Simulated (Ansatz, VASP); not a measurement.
**LaSb: VASP beside Ansatz**

```xyz
2
Lattice="0.0000 3.2159 3.2159 3.2159 0.0000 3.2159 3.2159 3.2159 0.0000" Properties=species:S:1:pos:R:3 pbc="T T T"
La    0.0000    0.0000    0.0000
Sb    3.2159    3.2159    3.2159
```

Alike in both runs: task single point; functional LDA; k mesh 8 × 8 × 8; occupations fermi-dirac, width 0.1 eV; no spin polarisation.

|  | VASP | Ansatz |
| --- | --- | --- |
| version | VASP 6.6.1 | Ansatz 0.2.0 |
| potentials or method | VASP PAW LDA potentials, release 64 (La, Sb), cutoff 520 eV | plane waves, PAW |
| valence electrons in the cell | 16 | 26 |

```tsv
	VASP	Ansatz	Ansatz less VASP
pressure (GPa)	-0.8	-0.9	-0.06
```

LDA's correlation is that of Perdew and Zunger in VASP and of Perdew and Wang (1992) in Ansatz. VASP's potentials hold 16 valence electrons a cell and Ansatz's 26, so a difference there can come from the potentials and not from the codes.

Spin-orbit coupling is off throughout.
